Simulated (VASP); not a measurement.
# Mg4Se (I-43m) in VASP: further runs

Mg4Se is run at these levels: PBE; tasks: single point, relaxation of cell and atoms.

All numbers are computed with VASP 6.6.1; they aren't measurements. Logs are shortened: lines on timing, memory, paths and dates and some standing lists are left out, and cuts for length are marked.

## Step 1: The cell of the first run

It takes space group I-43m (No. 217, cubic). Conventional cell: a = 6.036 Å, b = 6.036 Å, c = 6.036 Å, α = 90.00°, β = 90.00°, γ = 90.00°. Within 2.6 Å of Mg (site symmetry 3m) lie 1 Se at 1.93 Å. Se (site symmetry -43m) has 4 Mg at 1.93 Å within 2.6 Å.

## Step 2: Single point, PBE

INCAR

```
SYSTEM = Mg4Se
ALGO     = Normal         ! electronic algorithm
EDIFF    = 1E-6           ! SCF threshold, eV
ENCUT    = 520            ! plane-wave cutoff, eV
GGA      = PE             ! functional
ISIF     = 2              ! what is computed and relaxed
ISMEAR   = 0              ! smearing method
LASPH    = .True.         ! aspherical terms in the spheres
LCHARG   = .False.        ! write CHGCAR
LREAL    = .False.        ! projectors in reciprocal space
LWAVE    = .False.        ! write WAVECAR
NBANDS   = 15             ! bands
NELM     = 80             ! most SCF steps
PREC     = Accurate       ! precision mode
SIGMA    = 0.1            ! smearing width, eV
```

KPOINTS

```
k-points
0
Gamma
  4 4 4
  0 0 0
```

POSCAR

```
Mg4Se
1.0
   -3.0177983800      3.0177983800      3.0177983800
    3.0177983800     -3.0177983800      3.0177983800
    3.0177983800      3.0177983800     -3.0177983800
Mg Se
4 1
Direct
    0.0000000000      0.6305807800      0.0000000000
    0.3694192200      0.3694192200      0.3694192200
    0.0000000000      0.0000000000      0.6305807800
    0.6305807800      0.0000000000      0.0000000000
    0.0000000000      0.0000000000      0.0000000000
```

Potentials or basis: VASP PAW PBE potentials, release 64 (Mg, Se).

The run is started by

```bash
$ cat potpaw_PBE.64/Mg/POTCAR potpaw_PBE.64/Se/POTCAR > POTCAR
$ mpirun -np 1 vasp_std > vasp.out
```

OUTCAR:

```text
SYSTEM = Mg4Se
   EDIFF = 1E-6
   ENCUT = 520
   GGA = PE
   ISIF = 2
   ISMEAR = 0
   LASPH = .True.
   LREAL = .False.
   NELM = 80
   PREC = Accurate

 ion  position               nearest neighbor table
   1  0.000  0.631  0.000-   5 1.93   3 3.15   4 3.15   2 3.15   3 3.22   3 3.22   2 3.22   2 3.22
                             4 3.22   4 3.22
   2  0.369  0.369  0.369-   5 1.93   3 3.15   1 3.15   4 3.15   1 3.22   4 3.22   3 3.22   1 3.22
                             3 3.22   4 3.22
   3  0.000  0.000  0.631-   5 1.93   1 3.15   4 3.15   2 3.15   4 3.22   1 3.22   1 3.22   4 3.22
                             2 3.22   2 3.22
   4  0.631  0.000  0.000-   5 1.93   1 3.15   3 3.15   2 3.15   3 3.22   2 3.22   3 3.22   1 3.22
                             1 3.22   2 3.22
   5  0.000  0.000  0.000-   1 1.93   2 1.93   3 1.93   4 1.93

  LATTYP: Found a body centered cubic cell.
 ALAT       =     6.0355967600

  Lattice vectors:

 A1 = (  -3.0177983800,   3.0177983800,   3.0177983800)
 A2 = (   3.0177983800,  -3.0177983800,   3.0177983800)
 A3 = (   3.0177983800,   3.0177983800,  -3.0177983800)

Analysis of symmetry for initial positions (statically):
=====================================================================
 Subroutine PRICEL returns:
 Original cell was already a primitive cell.

 Routine SETGRP: Setting up the symmetry group for a
 body centered cubic supercell.

 Subroutine GETGRP returns: Found 24 space group operations
 (whereof 24 operations were pure point group operations)
 out of a pool of 48 trial point group operations.

The static configuration has the point symmetry T_d .

Analysis of symmetry for dynamics (positions and initial velocities):
=====================================================================
 Subroutine PRICEL returns:
 Original cell was already a primitive cell.

 Routine SETGRP: Setting up the symmetry group for a
 body centered cubic supercell.

 Subroutine GETGRP returns: Found 24 space group operations
 (whereof 24 operations were pure point group operations)
 out of a pool of 48 trial point group operations.

The dynamic configuration has the point symmetry T_d .

 Subroutine INISYM returns: Found 24 space group operations
 (whereof 24 operations are pure point group operations),
 and found     1 'primitive' translations

----------------------------------------------------------------------------------------

                                     Primitive cell

  volume of cell :     109.9337

  direct lattice vectors                    reciprocal lattice vectors
    -3.017798380  3.017798380  3.017798380     0.000000000  0.165683700  0.165683700
     3.017798380 -3.017798380  3.017798380     0.165683700  0.000000000  0.165683700
     3.017798380  3.017798380 -3.017798380     0.165683700  0.165683700  0.000000000

  length of vectors
     5.226980121  5.226980121  5.226980121     0.234312135  0.234312135  0.234312135

  position of ions in fractional coordinates (direct lattice)
     0.000000000  0.630580780  0.000000000
     0.369419220  0.369419220  0.369419220
     0.000000000  0.000000000  0.630580780
     0.630580780  0.000000000  0.000000000
     0.000000000  0.000000000  0.000000000

  ion indices of the primitive-cell ions
   primitive index   ion index
                 1           1
                 2           2
                 3           3
                 4           4
                 5           5

----------------------------------------------------------------------------------------

 KPOINTS: k-points

Automatic generation of k-mesh.
 Grid dimensions read from file:
 generate k-points for:    4    4    4

 Generating k-lattice:

  Cartesian coordinates                     Fractional coordinates (reciprocal lattice)
     0.000000000  0.041420925  0.041420925     0.250000000  0.000000000  0.000000000
     0.041420925  0.000000000  0.041420925     0.000000000  0.250000000  0.000000000
     0.041420925  0.041420925  0.000000000     0.000000000  0.000000000  0.250000000

  Length of vectors
     0.058578034  0.058578034  0.058578034

  Shift w.r.t. Gamma in fractional coordinates (k-lattice)
     0.000000000  0.000000000  0.000000000

 Subroutine IBZKPT returns following result:
 ===========================================

 Found      8 irreducible k-points:

 Following reciprocal coordinates:
            Coordinates               Weight
  0.000000  0.000000  0.000000      1.000000
  0.250000  0.000000  0.000000     12.000000
  0.500000  0.000000  0.000000      6.000000
  0.250000  0.250000  0.000000     24.000000
  0.250000  0.250000  0.250000      2.000000
 -0.250000  0.250000  0.250000      6.000000
  0.500000  0.500000  0.250000     12.000000
  0.500000  0.500000  0.500000      1.000000
   k-points           NKPTS =      8   k-points in BZ     NKDIM =      8   number of bands    NBANDS=     15
   number of dos      NEDOS =    301   number of ions     NIONS =      5
   total plane-waves  NPLWV =  64000
   dimension x,y,z NGX =    40 NGY =   40 NGZ =   40
   dimension x,y,z NGXF=    80 NGYF=   80 NGZF=   80
   ions per type =               4   1
   NGX,Y,Z   is equivalent  to a cutoff of  12.72, 12.72, 12.72 a.u.
   NGXF,Y,Z  is equivalent  to a cutoff of  25.44, 25.44, 25.44 a.u.
 SYSTEM =  Mg4Se
   PREC   = accura    normal or accurate (medium, high low for compatibility)
   ISTART =      0    job   : 0-new  1-cont  2-samecut
   ICHARG =      2    charge: 1-file 2-atom 10-const
   ISPIN  =      1    spin polarized calculation?
   LNONCOLLINEAR =      F non collinear calculations
   LSORBIT =      F    spin-orbit coupling
   LASPH  =      T    aspherical Exc in radial PAW
   ENCUT  =  520.0 eV  38.22 Ry    6.18 a.u.   9.72  9.72  9.72*2*pi/ulx,y,z
   NELM   =     80;   NELMIN=  2; NELMDL= -5     # of ELM steps
   EDIFF  = 0.1E-05   stopping-criterion for ELM
   LREAL  =      F    real-space projection
   EDIFFG = 0.1E-04   stopping-criterion for IOM
   NSW    =      0    number of steps for IOM
   IBRION =     -1    ionic relax: 0-MD 1-quasi-New 2-CG
   NFREE  =      0    steps in history (QN), initial steepest desc. (CG)
   ISIF   =      2    stress and relaxation
   ISYM   =      2    0-nonsym 1-usesym 2-fastsym
   POTIM  = 0.5000    time-step for ionic-motion
   TEBEG  =    0.0;   TEEND  =   0.0 temperature during run
   PSTRESS=    0.0 pullay stress
   NELECT =      14.0000    total number of electrons
   NUPDOWN=      -1.0000    fix difference up-down
   EMIN   =  10.00;   EMAX   =-10.00  energy-range for DOS
   EFERMI =   0.00;   METHOD = LEGACY
   ISMEAR =     0;   SIGMA  =   0.10  broadening in eV -4-tet -1-fermi 0-gaus
   EFERMI_NEDOS =   21; number of points for ismear=-14 and -15
   IALGO  =     38    algorithm
   IMIX   =      4    mixing-type and parameters
     AMIX     =   0.40;   BMIX     =  1.00
     AMIX_MAG =   1.60;   BMIX_MAG =  1.00
  volume/ion in A,a.u.               =      21.99       148.37
  Fermi-wavevector in a.u.,A,eV,Ry     =   0.823646  1.556465  9.230095  0.678393
  Thomas-Fermi vector in A             =   1.935193
   LORBIT       =      0    0 simple, 1 ext, 2 COOP (PROOUT), +10 PAW based schemes
   GGA     = PE    functional components
   LHFCALC =     F    Hartree Fock is set to
   AEXX    =    0.0000 exact exchange contribution
   IVDW    =     0    specifies the selected vdW correction
   LEPSILON=     F    determine dielectric tensor
   LRPA    =     F    only Hartree local field effects (RPA)
 non-spin polarized calculation
 Gauss-broadening in eV      SIGMA  =   0.10
  energy-cutoff  :      520.00
  volume of cell :      109.93
 maximum number of plane-waves:      2988
 NGX is ok and might be reduce to    40
   NGX = 19   NGY = 19   NGZ = 19

 number of electron      13.9999998 magnetization

 Free energy of the ion-electron system (eV)
  ---------------------------------------------------
  ext. energy  EPLUGINS =         0.00000000
  ---------------------------------------------------
  free energy    TOTEN  =         0.82390582 eV

  energy without entropy =        0.84535897  energy(sigma->0) =        0.83463239

 E-fermi :   3.3885     XC(G=0):  -8.6415

 val. band max:        3.3786143064   @ k =   0.5000   0.5000   0.2500
 cond. band min:       3.4007941621   @ k =   0.2500   0.2500   0.2500
 fundamental gap:      0.0221798557
 Fermi energy:         3.3885378802

 k-point     1 :       0.0000    0.0000    0.0000
  band No.  band energies     occupation
      1     -13.1366      2.00000
      2      -2.9319      2.00000
      3      -2.9319      2.00000
      4      -2.9319      2.00000
      5      -1.0179      2.00000
      6       4.3343      0.00000
      7       4.3343      0.00000
      8       4.3343      0.00000
      9       5.1804      0.00000
     10       5.1804      0.00000
     11       5.2127      0.00000
     12       5.2127      0.00000
     13       5.2127      0.00000
     14       9.2106      0.00000
     15       9.2106      0.00000

 k-point     2 :       0.2500    0.0000    0.0000
  band No.  band energies     occupation
      1     -13.0967      2.00000
      2      -3.5128      2.00000
      3      -3.0761      2.00000
      4      -2.9461      2.00000
      5      -0.0327      2.00000
      6       2.8061      2.00000
      7       3.2696      1.90756
      8       4.5308      0.00000
      9       5.0091      0.00000
     10       5.1049      0.00000
     11       6.6789      0.00000
     12       7.1737      0.00000
     13       7.3935      0.00000
     14       7.5624      0.00000
     15       8.3801      0.00000

 k-point     3 :       0.5000    0.0000    0.0000
  band No.  band energies     occupation
      1     -13.0559      2.00000
      2      -3.8937      2.00000
      3      -3.2088      2.00000
      4      -2.9609      2.00000
      5       0.7931      2.00000
      6       2.3354      2.00000
      7       2.7962      2.00000
      8       4.7239      0.00000
      9       4.8309      0.00000
     10       5.5908      0.00000
     11       6.1398      0.00000
     12       7.4004      0.00000
     13       8.1656      0.00000
     14       9.0758      0.00000
     15       9.8320      0.00000

 k-point     4 :       0.2500    0.2500    0.0000
  band No.  band energies     occupation
      1     -13.0560      2.00000
      2      -3.7417      2.00000
      3      -3.3489      2.00000
      4      -3.0434      2.00000
      5       1.1097      2.00000
      6       2.2216      2.00000
      7       2.5872      2.00000
      8       4.6899      0.00000
      9       4.7988      0.00000
     10       5.6817      0.00000
     11       6.7177      0.00000
     12       7.1182      0.00000
     13       7.9460      0.00000
     14       8.5711      0.00000
     15       9.8483      0.00000

 k-point     5 :       0.2500    0.2500    0.2500
  band No.  band energies     occupation
      1     -13.0512      2.00000
      2      -3.4489      2.00000
      3      -3.4489      2.00000
      4      -3.4489      2.00000
      5       2.2278      2.00000
      6       2.2278      2.00000
      7       2.2278      2.00000
      8       3.4008      0.86239
      9       5.8457      0.00000
     10       5.8457      0.00000
     11       8.0006      0.00000
     12       8.0006      0.00000
     13       8.0184      0.00000
     14       8.0184      0.00000
     15       8.0184      0.00000

 k-point     6 :      -0.2500    0.2500    0.2500
  band No.  band energies     occupation
      1     -13.0610      2.00000
      2      -3.5487      2.00000
      3      -3.2430      2.00000
      4      -3.2430      2.00000
      5       0.7346      2.00000
      6       2.4189      2.00000
      7       3.4564      0.33710
      8       3.4564      0.33710
      9       4.6795      0.00000
     10       5.2156      0.00000
     11       6.8711      0.00000
     12       8.0142      0.00000
     13       8.0142      0.00000
     14       9.2087      0.00000
     15       9.4999      0.00000

 k-point     7 :       0.5000    0.5000    0.2500
  band No.  band energies     occupation
      1     -13.0246      2.00000
      2      -3.7372      2.00000
      3      -3.3944      2.00000
      4      -3.2966      2.00000
      5       1.5551      2.00000
      6       1.9227      2.00000
      7       2.9649      2.00000
      8       3.3786      1.11161
      9       4.4790      0.00000
     10       6.1113      0.00000
     11       7.3512      0.00000
     12       7.6582      0.00000
     13       8.0198      0.00000
     14       9.3565      0.00000
     15       9.8003      0.00000

 k-point     8 :       0.5000    0.5000    0.5000
  band No.  band energies     occupation
      1     -12.9929      2.00000
      2      -3.5603      2.00000
      3      -3.5603      2.00000
      4      -3.5603      2.00000
      5       1.4774      2.00000
      6       1.4774      2.00000
      7       3.9013      0.00000
      8       3.9013      0.00000
      9       3.9013      0.00000
     10       6.0501      0.00000
     11       7.3484      0.00000
     12       7.3484      0.00000
     13       7.3484      0.00000
     14       9.8862      0.00000
     15      11.5502      0.00000

------------------------ aborting loop because EDIFF is reached ----------------------------------------

  FORCE on cell =-STRESS in cart. coord.  units (eV):
  Direction    XX          YY          ZZ          XY          YZ          ZX
  --------------------------------------------------------------------------------------
  -------------------------------------------------------------------------------------
  Total       29.2345065     29.2345065     29.2345065     -0.0000000     -0.0000000      0.0000000
  in kB      426.0648384    426.0648384    426.0648384     -0.0000000     -0.0000000      0.0000000
  external PRESSURE =     426.0648384 kB  Pullay stress =       0.0000000 kB

 VOLUME and BASIS-vectors are now :
 -----------------------------------------------------------------------------
  energy-cutoff  :      520.00
  volume of cell :      109.93
      direct lattice vectors                 reciprocal lattice vectors
    -3.017798380  3.017798380  3.017798380     0.000000000  0.165683700  0.165683700
     3.017798380 -3.017798380  3.017798380     0.165683700  0.000000000  0.165683700
     3.017798380  3.017798380 -3.017798380     0.165683700  0.165683700  0.000000000

 POSITION                                       TOTAL-FORCE (eV/Angst)
 -----------------------------------------------------------------------------------
      1.90297     -1.90297      1.90297        -6.562374      6.562374     -6.562374
      1.11483      1.11483      1.11483         6.562374      6.562374      6.562374
      1.90297      1.90297     -1.90297        -6.562374     -6.562374      6.562374
     -1.90297      1.90297      1.90297         6.562374     -6.562374     -6.562374
      0.00000      0.00000      0.00000        -0.000000      0.000000      0.000000
 -----------------------------------------------------------------------------------
    total drift:                                0.000000      0.000000      0.000000

  FREE ENERGIE OF THE ION-ELECTRON SYSTEM (eV)
  ---------------------------------------------------
  free  energy   TOTEN  =         0.8239058159 eV

  energy  without entropy=        0.8453589740  energy(sigma->0) =        0.83463239
```

Run time: 12 s. Hardware: 1 thread of AMD EPYC 9R45 (Zen 5), shared host; peak memory 0.2 GiB.

What came out:

```
Free energy            : 0.8239 eV
Pressure               : 42.6 GPa
Largest force          : 11.366 eV/Å
Band gap on the k mesh : zero (band 7 reaches 4.33 eV, above the bottom of band 8 at 3.38 eV)
```

Forces in eV/Å, atoms in the order of the input:
```
Mg  -6.562  6.562 -6.562
Mg   6.562  6.562  6.562
Mg  -6.562 -6.562  6.562
Mg   6.562 -6.562 -6.562
Se   0.000  0.000  0.000
```

Caveat: the k points lie up to 0.37 Å⁻¹ apart; forces of over 1 eV/Å act on the atoms, so gaps and moduli don't describe the material at rest.

[end of part 1 of 2]
